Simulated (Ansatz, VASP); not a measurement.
**LiNbO3 in VASP and in Ansatz**

```
Li Nb O
1.0
     2.56730    1.48223    4.84979
    -2.56730    1.48223    4.84979
     0.00000   -2.96446    4.84979
Li Nb O
2 2 6
Cartesian
  0.0000 0.0000 4.0970
  0.0000 0.0000 11.3717
  0.0000 0.0000 0.0071
  0.0000 0.0000 7.2818
  -0.6356 -1.4433 5.7693
  1.5677 0.1712 5.7693
  -0.9321 1.2721 5.7693
  -1.6352 -0.2102 8.1942
  0.6356 1.5212 8.1942
  0.9996 -1.3110 8.1942
```

Alike in both runs: task single point; functional PBE; k mesh 6 × 6 × 6; occupations gaussian, width 0.05 eV; no spin polarisation.

```csv
,VASP,Ansatz
version,VASP 6.6.1,Ansatz 0.2.0
potentials or method,"VASP PAW PBE potentials, release 64 (Li_sv, Nb_sv, O), cutoff 520 eV","scalar-relativistic, plane waves, PAW"
valence electrons in the cell,68,68
```

|  | VASP | Ansatz | Ansatz less VASP |
| --- | --- | --- | --- |
| gap on the k mesh at the Fermi level (eV) | 3.47 | 3.49 | +0.013 |
| least direct gap on the mesh (eV) | 3.48 | 3.49 | +0.013 |
| rms of the force components (eV/Å) | 0.052 | 0.060 | +0.0079 |

Atom by atom the forces differ by 0.011 eV/Å (rms over components).

Noted on VASP's run: the cutoff is short for stress, so the pressure is rough.
